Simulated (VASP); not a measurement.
Input of a VASP 6.6.1 run:

INCAR

```
PREC = Accurate
ENCUT = 520
EDIFF = 1E-7
ISMEAR = -1
SIGMA = 0.1
LREAL = F
LASPH = T
NELM = 60
ALGO = Normal
ISIF = 2
LWAVE = F
LCHARG = F
GGA = B5
ALDAX = 1.0
AGGAX = 1.0
AGGAC = 1.0
ALDAC = 0.0
NBANDS = 11
```

The input KPOINTS:

```
regular mesh
0
Gamma
  22 22 22
```

Contents of POSCAR:

```
Pd
1.0
    0.0000000000      1.9605857233      1.9605857233
    1.9605857233      0.0000000000      1.9605857233
    1.9605857233      1.9605857233      0.0000000000
Pd
1
Direct
    0.0000000000      0.0000000000      0.0000000000
```

Potentials or basis: VASP PAW PBE potentials, release 64 (Pd).

The run is started by

```bash
$ cat potpaw_PBE.64/Pd/POTCAR > POTCAR
$ mpirun -np 1 vasp_std > vasp.out
```

Predict the band gap on the k mesh.

zero (band 5 reaches 10.22 eV, above the bottom of band 6 at 8.66 eV).

Estimate the pressure.

14.3 GPa.

Caveat: the PAW data sets were made with another functional, which shifts forces and pressure a little.
